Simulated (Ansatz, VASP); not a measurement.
Si7Ge in VASP and in Ansatz

```xyz
8
Lattice="5.4240 0.0000 0.0000 0.0000 5.4240 0.0000 0.0000 0.0000 6.1194" Properties=species:S:1:pos:R:3 pbc="T T T"
Si    1.3701    1.3701    1.5457
Si    0.0000    2.7120    3.0597
Si    2.7120    2.7120    0.0000
Si    2.7120    0.0000    3.0597
Si    4.0539    1.3701    4.5736
Si    4.0539    4.0539    1.5457
Si    1.3701    4.0539    4.5736
Ge    0.0000    0.0000    0.0000
```

Alike in both runs: task single point; functional PBEsol; k mesh 8 × 8 × 8; occupations gaussian, width 0.03 eV; no spin polarisation.

|  | VASP | Ansatz |
| --- | --- | --- |
| version | VASP 6.6.1 | Ansatz 0.2.0 |
| potentials or method | VASP PAW PBE potentials, release 64 (Si, Ge_d), cutoff 520 eV | scalar-relativistic, plane waves, PAW |
| valence electrons in the cell | 42 | 42 |

Ansatz gave:

```
gap on the k mesh at the Fermi level (eV)                     : none
pressure (GPa)                                                : -7.5
traceless stress, the component that is largest in VASP (GPa) : -8.30
rms of the force components (eV/Å)                            : 0.015
```

Question: Which values does VASP return?

Answer: gap on the k mesh at the Fermi level (eV): none; pressure (GPa): -7.4; traceless stress, the component that is largest in VASP (GPa): -8.30; rms of the force components (eV/Å): 0.013.

VASP's potentials were made for PBE, not for PBEsol, and Ansatz warns of the same on its side. Atom by atom the forces differ by 0.003 eV/Å (rms over components). A gap of «none» marks a metal or a gap that the smearing closes.
